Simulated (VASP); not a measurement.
Au, 1 atom in the cell. Symmetry: I4/mmm, No. 139, tetragonal system. The conventional cell has a = 3.119 Å, b = 3.119 Å, c = 3.743 Å, α = 90.00°, β = 90.00°, γ = 90.00°. Within 3.8 Å of Au (site symmetry 4/mmm) lie 14 Au at 2.89 to 3.74 Å.  This cell differs from its parent crystal: ratio of the length along z to the lengths across it x 1.2, volume and fractional coordinates fixed.

| Property | Result |
| --- | --- |
| Program | VASP 6.6.1 |
| Task | single point |
| Functional | PBEsol |
| Potentials or basis | VASP PAW PBE potentials, release 64 (Au) |
| Cutoff | 520 eV |
| k mesh | 22 × 22 × 22 |
| Occupations | gaussian, width 0.15 eV |
| Spin | no spin polarisation |
| Dipole correction | no |
| Further INCAR settings | ALGO = Fast; EDIFF = 1e-07; NBANDS = 12 |

Potentials or basis: VASP PAW PBE potentials, release 64 (Au).

The run is started by

```bash
$ cat potpaw_PBE.64/Au/POTCAR > POTCAR
$ mpirun -np 1 vasp_std > vasp.out
```

Hardware: 1 thread of Intel Xeon 8259CL (shared host).

Problem. How long does it take, and how much memory?

Solution. It took 110 s on 1 thread of Intel Xeon 8259CL (shared host), peak memory 0.29 GiB. Counts: scf iterations 13, k points 834.
